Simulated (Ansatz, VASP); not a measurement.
## Sc3W in VASP and in Ansatz

INCAR

```
PREC     = Accurate       # precision mode
ENCUT    = 520            # plane-wave cutoff, eV
EDIFF    = 1E-6           # SCF threshold, eV
ISMEAR   = 0              # smearing method
SIGMA    = 0.1            # smearing width, eV
LREAL    = F              # projectors in reciprocal space
LASPH    = T              # aspherical terms in the spheres
NELM     = 60             # most SCF steps
ALGO     = Normal         # electronic algorithm
ISIF     = 2              # what is computed and relaxed
LWAVE    = F              # write WAVECAR
LCHARG   = T              # write CHGCAR
GGA      = PE             # functional
LELF     = T              # ELF
LVHAR    = T            
NBANDS   = 32             # bands
```

Contents of KPOINTS:

```
regular mesh
0
Gamma
  6 6 6
```

POSCAR

```
Sc3W
1.0
    0.0000000000      3.2129151000      3.2129151000
    3.2129151000      0.0000000000      3.2129151000
    3.2129151000      3.2129151000      0.0000000000
Sc W
3 1
Direct
    0.2500000000      0.2500000000      0.2500000000
    0.7500000000      0.7500000000      0.7500000000
    0.5000000000      0.5000000000      0.5000000000
    0.0000000000      0.0000000000      0.0000000000
```

Input for Ansatz:

```yaml
crystal:
  lattice:
    - [0.0, 3.2129151, 3.2129151]
    - [3.2129151, 0.0, 3.2129151]
    - [3.2129151, 3.2129151, 0.0]
  atoms:
    - { symbol: Sc, position: [0.25, 0.25, 0.25] }
    - { symbol: Sc, position: [0.75, 0.75, 0.75] }
    - { symbol: Sc, position: [0.5, 0.5, 0.5] }
    - { symbol: W, position: [0.0, 0.0, 0.0] }
basis:
  ecutwfc: 420
kpoints:
  mp_grid: { grid: [6, 6, 6] }
hamiltonian:
  xc: pbe
scf:
  occupations: { method: gaussian, width: 0.1 }
  lower_state_search: "off"
output:
  forces: true
  stress: true
  eigenvalues: true
```

Change from the starting cell: species swapped into the LuAg3 type (Fm-3m, No. 225).

Alike in both runs: task single point; functional PBE; k mesh 6 × 6 × 6; occupations gaussian, width 0.1 eV; no spin polarisation.

|  | VASP | Ansatz |
| --- | --- | --- |
| version | VASP 6.6.1 | Ansatz 0.2.0 |
| potentials or method | VASP PAW PBE potentials, release 64 (Sc_sv, W_sv), cutoff 520 eV | scalar-relativistic, plane waves, PAW |
| valence electrons in the cell | 47 | 47 |

VASP gave:

- gap on the k mesh at the Fermi level (eV): none
- pressure (GPa): 27.3

Which values does Ansatz return?

gap on the k mesh at the Fermi level (eV): none; pressure (GPa): 26.9.

A gap of «none» marks a metal or a gap that the smearing closes.

Neither program's run includes spin-orbit coupling.
